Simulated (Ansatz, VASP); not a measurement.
AlN: VASP beside Ansatz

File INCAR:

```
SYSTEM = AlN
PREC = Accurate
ENCUT = 520
EDIFF = 1E-6
ISMEAR = 0
SIGMA = 0.05
LREAL = .FALSE.
LASPH = .TRUE.
NELM = 60
ALGO = Normal
ISIF = 2
LWAVE = .FALSE.
LCHARG = .TRUE.
GGA = PS
LELF = .TRUE.
LVHAR = .TRUE.
NBANDS = 16
```

Contents of KPOINTS:

```
regular mesh
0
G
  9 9 6
  0 0 0
```

POSCAR

```
AlN
1.0
    3.1110021516      0.0000000000      0.0000000000
   -1.5555010758      2.6942068945      0.0000000000
    0.0000000000      0.0000000000      4.9033300000
Al N
2 2
Direct
    0.3333333333      0.6666666667      0.0000000000
    0.6666666667      0.3333333333      0.5000000000
    0.3333333333      0.6666666667      0.3850000000
    0.6666666667      0.3333333333      0.8850000000
```

Input for Ansatz:

```yaml
crystal:
  lattice:
    - [3.1110021516, 0.0, 0.0]
    - [-1.5555010758, 2.6942068945, 0.0]
    - [0.0, 0.0, 4.90333]
  atoms:
    - { symbol: Al, position: [0.3333333333, 0.6666666667, 0.0] }
    - { symbol: Al, position: [0.6666666667, 0.3333333333, 0.5] }
    - { symbol: "N", position: [0.3333333333, 0.6666666667, 0.385] }
    - { symbol: "N", position: [0.6666666667, 0.3333333333, 0.885] }
basis:
  ecutwfc: 420
kpoints:
  mp_grid: { grid: [9, 9, 6] }
hamiltonian:
  xc: pbesol
scf:
  occupations: { method: gaussian, width: 0.05 }
output:
  forces: true
  stress: true
  eigenvalues: true
```

Change from the starting cell: strain +0.000 along x and y, -0.015 along z, atoms carried along.

Alike in both runs: task single point; functional PBEsol; k mesh 9 × 9 × 6; occupations gaussian, width 0.05 eV; no spin polarisation.

```csv
,VASP,Ansatz
version,VASP 6.6.1,Ansatz 0.2.0
potentials or method,"VASP PAW PBE potentials, release 64 (Al, N), cutoff 520 eV","scalar-relativistic, plane waves, PAW"
valence electrons in the cell,16,16
```

|  | VASP | Ansatz | Ansatz less VASP |
| --- | --- | --- | --- |
| gap on the k mesh at the Fermi level (eV) | 4.18 | 4.17 | -0.016 |
| least direct gap on the mesh (eV) | 4.18 | 4.17 | -0.016 |
| pressure (GPa) | 3.5 | 3.5 | +0.04 |
| traceless stress, the component that is largest in VASP (GPa) | 2.52 | 2.48 | -0.039 |
| rms of the force components (eV/Å) | 0.011 | 0.010 | -0.0011 |

VASP's potentials were made for PBE, not for PBEsol. Atom by atom the forces differ by 0.001 eV/Å (rms over components).
